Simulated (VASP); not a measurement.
Write the native input for VASP 6.6.1 that does the following.

```
Task                   : relaxation of shape and atoms at fixed volume
Functional             : PBEsol
Potentials or basis    : VASP PAW PBE potentials, release 64 (Hf_pv, N)
Cutoff                 : 600 eV
k mesh                 : 10 × 10 × 8
Occupations            : gaussian, width 0.05 eV
Spin                   : no spin polarisation
Dipole correction      : no
Further INCAR settings : ALGO = Normal; EDIFF = 1e-06; IBRION = 2; EDIFFG = -0.01; NSW = 60; ISIF = 4
```

The structure of HfN lies in POSCAR:

```
HfN
1.0
    3.0794632141      0.0000000000      0.0000000000
   -1.5397316071      2.6668933734      0.0000000000
    0.0000000000      0.0000000000      5.5464482292
Hf N
2 2
Direct
    0.0000000000      0.0000000000      0.0000000000
    0.0000000000      0.0000000000      0.5000000000
    0.3333333333      0.6666666667      0.2500000000
    0.6666666667      0.3333333333      0.7500000000
```

The input as run:

INCAR

```
SYSTEM = HfN
  PREC = Accurate
  ENCUT = 600
  EDIFF = 1E-6
  ISMEAR = 0
  SIGMA = 0.05
  LREAL = .False.
  LASPH = .True.
  NELM = 80
  ALGO = Normal
  ISIF = 4
  LWAVE = .False.
  LCHARG = .False.
  GGA = PS
  IBRION = 2
  NSW = 60
  EDIFFG = -0.01
```

KPOINTS

```
Automatic mesh
0
Gamma
  10 10 8
  0 0 0
```

Potentials or basis: VASP PAW PBE potentials, release 64 (Hf_pv, N).

Run with:

```bash
$ cat potpaw_PBE.64/Hf_pv/POTCAR potpaw_PBE.64/N/POTCAR > POTCAR
$ mpirun -np 1 vasp_std > vasp.out
```

Results of the run:

```
Pressure after relaxing : 9.4 GPa
Band gap on the k mesh  : zero (bands 15 and 16 overlap by 1.62 eV)
```

Caveat: the PAW data sets were made with another functional, which shifts forces and pressure a little; spin-orbit coupling is left out, which moves the levels of the heavy elements.

Wall time 75 s on 1 thread of Intel Xeon 8259CL, on a shared host, peak memory 0.23 GiB.
